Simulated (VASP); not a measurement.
# ZnS: single point with PBEsol

The system is ZnS.

```
Zn S
1.0
     2.65099    2.65099    0.00000
    -2.65099    2.65099    0.00000
     0.00000    2.65099    2.71090
Zn S
1 1
Cartesian
  1.3255 3.9765 1.3554
  0.0000 0.0000 0.0000
```

This cell differs from its parent crystal: in-plane strain -0.01, then relaxed in part.

| Property | Result |
| --- | --- |
| Program | VASP 6.6.1 |
| Task | single point |
| Functional | PBEsol |
| Potentials or basis | VASP PAW PBE potentials, release 64 (Zn, S) |
| Cutoff | 500 eV |
| k mesh | 8 × 8 × 8 |
| Occupations | gaussian, width 0.01 eV |
| Spin | no spin polarisation |
| Dipole correction | no |
| Further INCAR settings | ALGO = Normal; EDIFF = 1e-06; NBANDS = 16 |

```yaml
Pressure: 0.8 GPa
Band_gap_on_the_k_mesh: 2.10 eV, direct
```

Stress tensor (GPa, compression positive):
```
1.17 0.00 0.00
0.00 1.17 0.00
0.00 0.00 0.20
```

Levels at points of the mesh, in eV from the valence-band top:
```csv
k point,band 7,band 8,band 9,band 10,band 11,band 12
"(0.00, 0.00, 0.00)",-0.08,0.00,0.00,2.10,6.25,6.26
"(0.50, 0.00, 0.00)",-5.61,-1.02,-0.89,3.22,6.69,6.89
"(0.50, 0.50, 0.00)",-4.73,-2.47,-2.42,3.09,3.86,11.13
"(0.00, 0.00, 0.50)",-4.86,-2.32,-2.32,3.21,4.08,10.88
```

Run time: 22 s on 1 thread of Intel(R) Xeon(R) Platinum 8488C (Sapphire Rapids), on a shared host, peak memory 0.17 GiB.

Caveat: the cell differs from its parent crystal (in-plane strain -0.01, then relaxed in part); the PAW data sets were made with another functional, which shifts forces and pressure a little.
